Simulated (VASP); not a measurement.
A run of VASP 6.6.1 is set up as follows.

INCAR

```
PREC = Accurate ; ENCUT = 520
EDIFF = 1E-6 ; ISMEAR = -1
SIGMA = 0.02 ; LREAL = F
LASPH = T ; NELM = 100
ALGO = Normal ; ISIF = 2
LWAVE = F ; LCHARG = T
GGA = PE ; LELF = T
LVHAR = T ; NBANDS = 41
```

Contents of KPOINTS:

```
regular mesh
0
Gamma
  12 12 4
```

Contents of POSCAR:

```
Sn2C
1.0
    3.6273103537      0.0000000000      0.0000000000
   -1.8136551768      3.1413429137      0.0000000000
    0.0000000000      0.0000000000     12.2161111370
C Sn
2 4
Direct
    0.6666666667      0.3333333333      0.4022209388
    0.3333333333      0.6666666667      0.5977790612
    0.3333333333      0.6666666667      0.3878115411
    0.0000000000      0.0000000000      0.8759157271
    0.0000000000      0.0000000000      0.1240842729
    0.6666666667      0.3333333333      0.6121884589
```

Potentials or basis: VASP PAW PBE potentials, release 64 (C, Sn_d).

Command:

```bash
$ cat potpaw_PBE.64/C/POTCAR potpaw_PBE.64/Sn_d/POTCAR > POTCAR
$ mpirun -np 1 vasp_std > vasp.out
```

Task: Predict the band gap on the k mesh.

Result: Zero (band 32 reaches 8.15 eV, above the bottom of band 33 at 5.73 eV).

Task: Estimate the largest force.

Result: 0.006 eV/Å.

Task: Predict the pressure.

Result: -0.1 GPa.

Forces on the atoms (eV/Å):
```
C    0.000  0.000 -0.006
C    0.000  0.000  0.006
Sn   0.000  0.000 -0.005
Sn   0.000  0.000 -0.002
Sn   0.000  0.000  0.002
Sn   0.000  0.000  0.005
```

Caveat: spin-orbit coupling is left out, which moves the levels of the heavy elements.
